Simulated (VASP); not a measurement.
Input of a VASP 6.6.1 run:

Contents of INCAR:

```
SYSTEM = LiNbO3
ALGO = Normal
EDIFF = 1E-7
ENCUT = 520
GGA = PE
ISIF = 2
ISMEAR = 0
LASPH = .True.
LCHARG = .False.
LREAL = .False.
LWAVE = .False.
NBANDS = 45
NELM = 100
PREC = Accurate
SIGMA = 0.05
```

KPOINTS

```
k-points
0
Gamma
  6 6 6
  0 0 0
```

POSCAR

```
LiNbO3
1.0
    2.6368260104      1.5223722069      4.5973940434
   -2.6368260104      1.5223722069      4.5973940434
    0.0000000000     -3.0447444138      4.5973940434
Li Nb O
2 2 6
Direct
    0.2815913687      0.2815913687      0.2815913687
    0.7815913687      0.7815913687      0.7815913687
    0.0004900497      0.0004900497      0.0004900497
    0.5004900497      0.5004900497      0.5004900497
    0.1104619503      0.3580262714      0.7211003599
    0.7211003599      0.1104619503      0.3580262714
    0.3580262714      0.7211003599      0.1104619503
    0.2211003599      0.8580262714      0.6104619503
    0.8580262714      0.6104619503      0.2211003599
    0.6104619503      0.2211003599      0.8580262714
```

Potentials or basis: VASP PAW PBE potentials, release 64 (Li_sv, Nb_sv, O).

The run is started by

```console
$ cat potpaw_PBE.64/Li_sv/POTCAR potpaw_PBE.64/Nb_sv/POTCAR potpaw_PBE.64/O/POTCAR > POTCAR
$ mpirun -np 1 vasp_std > vasp.out
```

(1) Predict the largest force.

(2) Predict the band gap on the k mesh.

Results:

(1) 0.304 eV/Å.

(2) 3.45 eV, indirect (least direct gap 3.50 eV).
